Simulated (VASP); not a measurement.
# FeSi (P1) in VASP: single point with PBEsol

Aim: the single point of FeSi with PBEsol.

Program: VASP 6.6.1. These are calculated values, not measurements. Logs are shortened: lines on timing, memory, paths and dates and some standing lists are left out, and cuts for length are marked.

### 1 The cell of the first run

The typed cell holds 32 atoms: a = 4.403 Å, b = 8.806 Å, c = 8.806 Å, α = 90.00°, β = 90.00°, γ = 90.00°.

### 2 Single point, PBEsol

The input, INCAR:

```
  PREC = Accurate
  ENCUT = 520
  EDIFF = 1E-6
  ISMEAR = -1
  SIGMA = 0.069
  LREAL = Auto
  LASPH = T
  NELM = 60
  ALGO = Normal
  ISIF = 2
  LWAVE = F
  LCHARG = T
  GGA = PS
  LELF = T
  LVHAR = T
  NBANDS = 118
```

The input, KPOINTS:

```
Automatic mesh
0
Gamma
  4 2 2
```

The input, POSCAR:

```
FeSi
1.0
    4.4030518947      0.0000000000      0.0000000000
    0.0000000000      8.8061037893      0.0000000000
    0.0000000000      0.0000000000      8.8061037893
Fe Si
16 16
Direct
    0.8727455619      0.3128215458      0.1830583694
    0.6564056180      0.1860595831      0.4332850363
    0.3713076836      0.4230037584      0.3134433872
    0.1437759570      0.0557375897      0.0680789160
    0.8899406806      0.3298498484      0.6874187660
    0.6264940923      0.1644125523      0.9283517655
    0.3614651923      0.4377818036      0.8200840204
    0.1439004162      0.0741340343      0.5644900536
    0.8496817865      0.8187658438      0.1819489116
    0.6389988279      0.6856948481      0.4262359484
    0.3505641171      0.9289386312      0.3178498763
    0.1476185191      0.5632330845      0.0725200401
    0.8568313729      0.8302343664      0.6830410070
    0.6361224139      0.6734825232      0.9347218926
    0.3560680268      0.9181743928      0.8150437664
    0.1356795274      0.5822246845      0.5744666564
    0.1817873191      0.1788236929      0.3260051288
    0.3242098967      0.3274599152      0.0658419448
    0.6611037230      0.0808876453      0.1804508598
    0.8735288822      0.4357848933      0.4142075868
    0.1517347549      0.1607571332      0.8354049845
    0.3568034258      0.3441752530      0.5846145041
    0.6350745044      0.0870057881      0.6702097933
    0.8348804620      0.4202826913      0.9313810280
    0.1606951308      0.6625899648      0.3231541517
    0.3247554274      0.8199476378      0.0705980778
    0.6606492655      0.5714999642      0.1706729827
    0.8259205403      0.9277882927      0.4198035917
    0.1369243458      0.6699882424      0.8300876500
    0.3137317100      0.8398060228      0.5670231830
    0.6742511946      0.5939725587      0.6746869151
    0.8091844214      0.9099530498      0.9278280379
```

Potentials or basis: VASP PAW PBE potentials, release 64 (Fe, Si).

On the command line:

```console
cat potpaw_PBE.64/Fe/POTCAR potpaw_PBE.64/Si/POTCAR > POTCAR
mpirun -np 1 vasp_std > vasp.out
```

OUTCAR:

```text
PREC = Accurate
   ENCUT = 520
   EDIFF = 1E-6
   ISMEAR = -1
   LREAL = Auto
   LASPH = T
   NELM = 60
   ISIF = 2
   GGA = PS

 ion  position               nearest neighbor table
   1  0.873  0.313  0.183-  17 2.20  18 2.24  19 2.25  20 2.31  24 2.42  27 2.46  18 2.63   2 2.65
                             3 2.66   3 2.67  12 2.70   4 2.75   6 2.81
   2  0.656  0.186  0.433-  23 2.26  17 2.29  22 2.34  28 2.40  20 2.40  19 2.41  17 2.50   8 2.63
                             1 2.65   3 2.65   8 2.72   5 2.77  11 2.82
   3  0.371  0.423  0.313-  27 2.22  25 2.31  17 2.31  18 2.35  20 2.37  20 2.39  22 2.49  12 2.65
                             2 2.65   1 2.66   1 2.67  10 2.78  16 2.89
   4  0.144  0.056  0.068-  26 2.22  21 2.25  32 2.31  19 2.35  19 2.49  18 2.52  17 2.52  11 2.63
                             6 2.64   9 2.65  15 2.70   1 2.75   6 2.76
   5  0.890  0.330  0.687-  22 2.25  21 2.29  24 2.30  23 2.42  31 2.51  22 2.52   7 2.56  20 2.58
                            16 2.66   8 2.74   2 2.77   7 2.77   6 2.82
   6  0.626  0.164  0.928-  21 2.25  18 2.30  19 2.34  23 2.37  32 2.38  24 2.43  21 2.45   4 2.64
                            15 2.67   4 2.76   1 2.81   5 2.82   7 2.84
   7  0.361  0.438  0.820-  22 2.23  29 2.27  24 2.31  31 2.33  18 2.38  24 2.52   5 2.56  14 2.61
                            21 2.61  12 2.65  16 2.70   5 2.77   6 2.84
   8  0.144  0.074  0.564-  30 2.19  28 2.29  17 2.30  23 2.36  23 2.43  21 2.50  22 2.56   2 2.63
                            11 2.68  13 2.70   2 2.72   5 2.74  15 2.76
   9  0.850  0.819  0.182-  25 2.30  28 2.31  26 2.31  27 2.33  32 2.38  19 2.45  26 2.51  10 2.62
[... 33 lines left out ...]
  26  0.325  0.820  0.071-   4 2.22  14 2.23   9 2.31  11 2.38  12 2.39  15 2.41   9 2.51  32 2.60
                            29 2.63  32 2.71  25 2.72  27 2.78  19 2.90
  27  0.661  0.571  0.171-   3 2.22  14 2.27  12 2.31   9 2.33  12 2.42   1 2.46  10 2.47  24 2.61
                            20 2.63  25 2.70  25 2.70  18 2.77  26 2.78
  28  0.826  0.928  0.420-  11 2.28  10 2.29   8 2.29   9 2.31   2 2.40  13 2.48  11 2.48  19 2.61
                            30 2.63  30 2.71  23 2.74  17 2.83  25 2.89
  29  0.137  0.670  0.830-   7 2.27  13 2.28  12 2.33  16 2.38  14 2.38  14 2.39  15 2.39  31 2.54
                            26 2.63  32 2.70  24 2.72  31 2.81  30 2.87
  30  0.314  0.840  0.567-   8 2.19  13 2.26  15 2.30  10 2.33  11 2.34  16 2.40  13 2.60  28 2.63
                            28 2.71  25 2.74  23 2.75  31 2.85  29 2.87
  31  0.674  0.594  0.675-  16 2.22  13 2.23   7 2.33  10 2.34  14 2.40   5 2.51  16 2.53  29 2.54
                            22 2.72  29 2.81  24 2.82  20 2.82  30 2.85
  32  0.809  0.910  0.928-  14 2.22  15 2.23  13 2.28   4 2.31   6 2.38   9 2.38  26 2.60  15 2.61
                            29 2.70  26 2.71  19 2.76  21 2.80  23 2.86

  LATTYP: Found a simple tetragonal cell.
 ALAT       =     8.8061037893
 C/A-ratio  =     0.5000000000

  Lattice vectors:

 A1 = (   0.0000000000,   8.8061037893,   0.0000000000)
 A2 = (   0.0000000000,   0.0000000000,   8.8061037893)
 A3 = (   4.4030518947,   0.0000000000,   0.0000000000)

Analysis of symmetry for initial positions (statically):
=====================================================================
 Subroutine PRICEL returns:
 Original cell was already a primitive cell.

 Routine SETGRP: Setting up the symmetry group for a
 simple tetragonal supercell.

 Subroutine GETGRP returns: Found  1 space group operations
 (whereof  1 operations were pure point group operations)
 out of a pool of 16 trial point group operations.

The static configuration has the point symmetry C_1 .

Analysis of symmetry for dynamics (positions and initial velocities):
=====================================================================
 Subroutine PRICEL returns:
 Original cell was already a primitive cell.

 Routine SETGRP: Setting up the symmetry group for a
 simple tetragonal supercell.

 Subroutine GETGRP returns: Found  1 space group operations
 (whereof  1 operations were pure point group operations)
 out of a pool of 16 trial point group operations.

The dynamic configuration has the point symmetry C_1 .

 Subroutine INISYM returns: Found  1 space group operations
 (whereof  1 operations are pure point group operations),
 and found     1 'primitive' translations

----------------------------------------------------------------------------------------

                                     Primitive cell

  volume of cell :     341.4455

  direct lattice vectors                    reciprocal lattice vectors
     4.403051895  0.000000000  0.000000000     0.227115197  0.000000000  0.000000000
     0.000000000  8.806103789  0.000000000     0.000000000  0.113557599  0.000000000
     0.000000000  0.000000000  8.806103789     0.000000000  0.000000000  0.113557599

[... 86 lines left out ...]

  Length of vectors
     0.056778799  0.056778799  0.056778799

  Shift w.r.t. Gamma in fractional coordinates (k-lattice)
     0.000000000  0.000000000  0.000000000

 Subroutine IBZKPT returns following result:
 ===========================================

 Found     12 irreducible k-points:

 Following reciprocal coordinates:
            Coordinates               Weight
  0.000000  0.000000  0.000000      1.000000
  0.250000  0.000000  0.000000      2.000000
  0.500000  0.000000  0.000000      1.000000
  0.000000  0.500000  0.000000      1.000000
  0.000000  0.000000  0.500000      1.000000
  0.250000  0.500000  0.000000      2.000000
  0.250000  0.000000  0.500000      2.000000
  0.500000  0.500000  0.000000      1.000000
  0.500000  0.000000  0.500000      1.000000
  0.000000  0.500000  0.500000      1.000000
  0.250000  0.500000  0.500000      2.000000
  0.500000  0.500000  0.500000      1.000000
   k-points           NKPTS =     12   k-points in BZ     NKDIM =     12   number of bands    NBANDS=    118
   number of dos      NEDOS =    301   number of ions     NIONS =     32
   total plane-waves  NPLWV = 176400
   dimension x,y,z NGX =    36 NGY =   70 NGZ =   70
   dimension x,y,z NGXF=    72 NGYF=  140 NGZF=  140
   ions per type =              16  16
   NGX,Y,Z   is equivalent  to a cutoff of  13.59, 13.21, 13.21 a.u.
   NGXF,Y,Z  is equivalent  to a cutoff of  27.19, 26.43, 26.43 a.u.
 SYSTEM =  unknown system
   PREC   = accura    normal or accurate (medium, high low for compatibility)
   ISTART =      0    job   : 0-new  1-cont  2-samecut
   ICHARG =      2    charge: 1-file 2-atom 10-const
   ISPIN  =      1    spin polarized calculation?
   LNONCOLLINEAR =      F non collinear calculations
   LSORBIT =      F    spin-orbit coupling
   LASPH  =      T    aspherical Exc in radial PAW
   ENCUT  =  520.0 eV  38.22 Ry    6.18 a.u.   8.19 16.37 16.37*2*pi/ulx,y,z
   NELM   =     60;   NELMIN=  2; NELMDL= -5     # of ELM steps
   EDIFF  = 0.1E-05   stopping-criterion for ELM
   LREAL  =      T    real-space projection
   EDIFFG = 0.1E-04   stopping-criterion for IOM
   NSW    =      0    number of steps for IOM
   IBRION =     -1    ionic relax: 0-MD 1-quasi-New 2-CG
   NFREE  =      0    steps in history (QN), initial steepest desc. (CG)
   ISIF   =      2    stress and relaxation
   ISYM   =      2    0-nonsym 1-usesym 2-fastsym
   POTIM  = 0.5000    time-step for ionic-motion
   TEBEG  =    0.0;   TEEND  =   0.0 temperature during run
   PSTRESS=    0.0 pullay stress
   NELECT =     192.0000    total number of electrons
   NUPDOWN=      -1.0000    fix difference up-down
   EMIN   =  10.00;   EMAX   =-10.00  energy-range for DOS
   EFERMI =   0.00;   METHOD = LEGACY
   ISMEAR =    -1;   SIGMA  =   0.07  broadening in eV -4-tet -1-fermi 0-gaus
   EFERMI_NEDOS =   21; number of points for ismear=-14 and -15
   IALGO  =     38    algorithm
   IMIX   =      4    mixing-type and parameters
     AMIX     =   0.40;   BMIX     =  1.00
     AMIX_MAG =   1.60;   BMIX_MAG =  1.00
  volume/ion in A,a.u.               =      10.67        72.01
  Fermi-wavevector in a.u.,A,eV,Ry     =   1.351247  2.553487 24.842452  1.825869
  Thomas-Fermi vector in A             =   2.478685
   LORBIT       =      0    0 simple, 1 ext, 2 COOP (PROOUT), +10 PAW based schemes
   GGA     = PS    functional components
   LHFCALC =     F    Hartree Fock is set to
   AEXX    =    0.0000 exact exchange contribution
   IVDW    =     0    specifies the selected vdW correction
   LEPSILON=     F    determine dielectric tensor
   LRPA    =     F    only Hartree local field effects (RPA)
 non-spin polarized calculation
  energy-cutoff  :      520.00
  volume of cell :      341.45
 maximum number of plane-waves:      9256
 NGX is ok and might be reduce to    36
   NGX = 17   NGY = 33   NGZ = 33

 number of electron     192.0000007 magnetization

 Free energy of the ion-electron system (eV)
  ---------------------------------------------------
  ext. energy  EPLUGINS =         0.00000000
  ---------------------------------------------------
  free energy    TOTEN  =      -253.78583161 eV

  energy without entropy =     -253.38028192  energy(sigma->0) =     -253.58305676

 E-fermi :  10.0951     XC(G=0): -13.0485

 val. band max:       10.0761961149   @ k =   0.0000   0.5000   0.5000
 cond. band min:      10.1189824086   @ k =   0.0000   0.5000   0.5000
 fundamental gap:      0.0427862937
 Fermi energy:        10.0951281566

 k-point     1 :       0.0000    0.0000    0.0000
  band No.  band energies     occupation
      1      -3.5075      2.00000
      2      -1.7984      2.00000
      3      -1.7644      2.00000
      4      -1.6726      2.00000
      5      -1.5241      2.00000
      6      -0.4778      2.00000
[... 1321 lines left out ...]
    107      11.4564      0.00000
    108      11.4814      0.00000
 [bands above 108 left out]

------------------------ aborting loop because EDIFF is reached ----------------------------------------

  FORCE on cell =-STRESS in cart. coord.  units (eV):
  Direction    XX          YY          ZZ          XY          YZ          ZX
  --------------------------------------------------------------------------------------
  -------------------------------------------------------------------------------------
  Total        5.0789818      5.1424965      3.6631909     -0.1073170     -1.0500982      0.3700754
  in kB       23.8322935     24.1303256     17.1889258     -0.5035674     -4.9274144      1.7365183
  external PRESSURE =      21.7171816 kB  Pullay stress =       0.0000000 kB

 VOLUME and BASIS-vectors are now :
 -----------------------------------------------------------------------------
  energy-cutoff  :      520.00
  volume of cell :      341.45
      direct lattice vectors                 reciprocal lattice vectors
     4.403051895  0.000000000  0.000000000     0.227115197  0.000000000  0.000000000
     0.000000000  8.806103789  0.000000000     0.000000000  0.113557599  0.000000000
     0.000000000  0.000000000  8.806103789     0.000000000  0.000000000  0.113557599

 POSITION                                       TOTAL-FORCE (eV/Angst)
 -----------------------------------------------------------------------------------
      3.84274      2.75474      1.61203        -0.618525      0.653592     -0.505477
      2.89019      1.63846      3.81555        -0.479381      0.681770      0.118816
      1.63489      3.72501      2.76021         0.288303      0.636235      0.520738
      0.63305      0.49083      0.59951        -0.868229      0.693996      0.116093
      3.91845      2.90469      6.05348        -1.268802     -0.898002     -0.158901
      2.75849      1.44783      8.17516         0.794685      1.462211      0.548316
[... 24 lines left out ...]
      2.96876      5.23058      5.94136        -1.404818     -0.808068     -0.200214
      3.56288      8.01314      8.17055         1.212066      1.011210      0.086868
 -----------------------------------------------------------------------------------
    total drift:                                0.015077      0.004259     -0.002830

  FREE ENERGIE OF THE ION-ELECTRON SYSTEM (eV)
  ---------------------------------------------------
  free  energy   TOTEN  =      -253.7858316054 eV

  energy  without entropy=     -253.3802819195  energy(sigma->0) =     -253.58305676
```

Run time: 73 min. Hardware: 1 thread of Intel Xeon 8259CL, shared host; peak memory 0.62 GiB.

What came out:

```
Free energy            : -253.7858 eV
Pressure               : 2.2 GPa
Largest force          : 1.891 eV/Å
Band gap on the k mesh : 0.04 eV
```

Forces in eV/Å, atoms in the order of the input:
```
Fe  -0.619  0.654 -0.505
Fe  -0.479  0.682  0.119
Fe   0.288  0.636  0.521
Fe  -0.868  0.694  0.116
Fe  -1.269 -0.898 -0.159
Fe   0.795  1.462  0.548
Fe   0.645 -0.212  0.031
Fe  -0.851  0.680  0.540
Fe   0.336 -0.489  0.100
Fe  -0.192 -0.101  0.550
Fe   0.066  0.236 -0.477
Fe  -0.789  0.692 -0.247
Fe  -0.378 -0.328 -0.115
Fe  -0.138 -0.052 -0.353
Fe  -0.557  1.091 -0.176
Fe   0.817 -0.636 -0.617
Si  -0.233 -0.969  0.472
Si   1.092 -0.885  0.563
Si   0.072 -0.467 -0.857
Si  -1.255 -1.318  0.513
Si  -0.538  0.198 -0.932
Si   0.465 -0.673 -0.774
Si   1.162 -0.047  0.185
Si  -0.227 -0.689 -0.903
Si   0.101  0.993  0.224
Si   0.146  0.233  0.970
Si   0.155  0.598  0.147
Si   0.467 -0.197  0.119
Si   0.849  0.024  0.173
Si   1.129 -1.112  0.339
Si  -1.405 -0.808 -0.200
Si   1.212  1.011  0.087
```

Stress tensor (GPa, compression positive):
```
 2.38 -0.05  0.17
-0.05  2.41 -0.49
 0.17 -0.49  1.72
```

Caveat: the atoms stand as in a frame of molecular dynamics; the PAW data sets were made with another functional, which shifts forces and pressure a little. Spin polarisation is off, so any magnetic state and its effect on volume and gap are missing.
